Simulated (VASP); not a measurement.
C: single point with PBEsol

C, a slab with vacuum:

```
C
1.0
     2.45889    0.00000    0.00000
    -1.22945    2.12946    0.00000
     0.00000    0.00000    8.52283
C
2
Direct
  0.33333 0.66667 0.00000
  0.66667 0.33333 0.00000
```

```json
{
 "Program": "VASP 6.6.1",
 "Task": "single point",
 "Functional": "PBEsol",
 "Potentials or basis": "VASP PAW PBE potentials, release 64 (C)",
 "Cutoff": "520 eV",
 "k mesh": "15 × 15 × 4",
 "Occupations": "fermi-dirac, width 0.1 eV",
 "Spin": "no spin polarisation"
}
```

| Property | Result |
| --- | --- |
| Band gap on the k mesh | zero (filled and empty bands touch) |

Levels at points of the mesh, in eV from the Fermi level:
```
           k point  band 2  band 3  band 4  band 5  band 6  band 7
(0.00, 0.00, 0.00)   -7.71   -3.00   -3.00    3.11    5.48    7.03
(0.00, 0.00, 0.50)   -7.71   -3.00   -3.00    3.84    3.91    8.34
```

Wall time 17 s on 1 thread of Intel(R) Xeon(R) 6975P-C (Granite Rapids) (shared host), peak memory 0.16 GiB.
